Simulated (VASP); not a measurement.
# AgI: single point with PBE

The system is AgI.

```
Ag I
1.0
     0.00000    3.31285    3.31285
     3.31285    0.00000    3.31285
     3.31285    3.31285    0.00000
Ag I
1 1
Direct
  0.00000 0.00000 0.00000
  0.75000 0.75000 0.75000
```

| Quantity | Value |
| --- | --- |
| Program | VASP 6.6.1 |
| Task | single point |
| Functional | PBE |
| Potentials or basis | VASP PAW PBE potentials, release 64 (Ag, I) |
| Cutoff | 500 eV |
| k mesh | 10 × 10 × 10 |
| Occupations | gaussian, width 0.05 eV |
| Spin | no spin polarisation |
| Dipole correction | no |
| Further INCAR settings | ALGO = Normal; EDIFF = 1e-06; NBANDS = 16 |

```json
{
  "Pressure": "0.0 GPa",
  "Band gap on the k mesh": "1.34 eV"
}
```

Levels at points of the mesh, in eV from the valence-band top:
```
           k point  band 6  band 7  band 8  band 9  band 10  band 11  band 12  band 13
(0.00, 0.00, 0.00)   -2.83    0.00    0.00    0.00     1.35     5.85     5.85     5.85
(0.50, 0.00, 0.00)   -2.80   -2.70   -0.64   -0.64     2.79     6.31     6.31     7.10
(0.50, 0.50, 0.00)   -2.72   -2.39   -1.59   -1.59     3.78     3.86     8.31     9.44
```

It took 49 s on 1 thread of AMD EPYC 7R43 64-Core Processor (Zen 3), with other jobs on the host, peak memory 0.2 GiB.

Caveat: spin-orbit coupling is left out, which moves the levels of the heavy elements. A k mesh can miss the band edges.
